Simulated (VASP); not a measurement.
ZnS: single point with PBE

ZnS:

```
CELL_PARAMETERS angstrom
0.00000 2.78579 2.78579
2.78579 0.00000 2.78579
2.78579 2.78579 0.00000
ATOMIC_POSITIONS crystal
Zn 0.00000 0.00000 0.00000
S 0.75000 0.75000 0.75000
```

This cell differs from its parent crystal: strain +0.030 along x and y, +0.030 along z.

| Quantity | Value |
| --- | --- |
| Program | VASP 6.6.1 |
| Task | single point |
| Functional | PBE |
| Potentials or basis | VASP PAW PBE potentials, release 64 (Zn, S) |
| Cutoff | 520 eV |
| k mesh | 10 × 10 × 10 |
| Occupations | gaussian, width 0.05 eV |
| Spin | no spin polarisation |

| Item | Value |
| --- | --- |
| Pressure | -4.0 GPa |
| Band gap on the k mesh | 1.72 eV, direct |

Levels at points of the mesh, in eV from the valence-band top:
| k point | band 6 | band 7 | band 8 | band 9 | band 10 | band 11 | band 12 | band 13 |
| --- | --- | --- | --- | --- | --- | --- | --- | --- |
| (0.00, 0.00, 0.00) | -5.63 | 0.00 | 0.00 | 0.00 | 1.72 | 6.44 | 6.44 | 6.44 |
| (0.50, 0.00, 0.00) | -5.46 | -4.72 | -0.74 | -0.74 | 3.12 | 6.96 | 6.96 | 8.51 |
| (0.50, 0.50, 0.00) | -5.44 | -4.21 | -1.91 | -1.91 | 3.60 | 4.04 | 10.37 | 11.35 |

Run time: 57 s on 1 thread of Intel Xeon 8259CL, on a shared host, peak memory 0.18 GiB.

Caveat: the cell differs from its parent crystal (strain +0.030 along x and y, +0.030 along z).
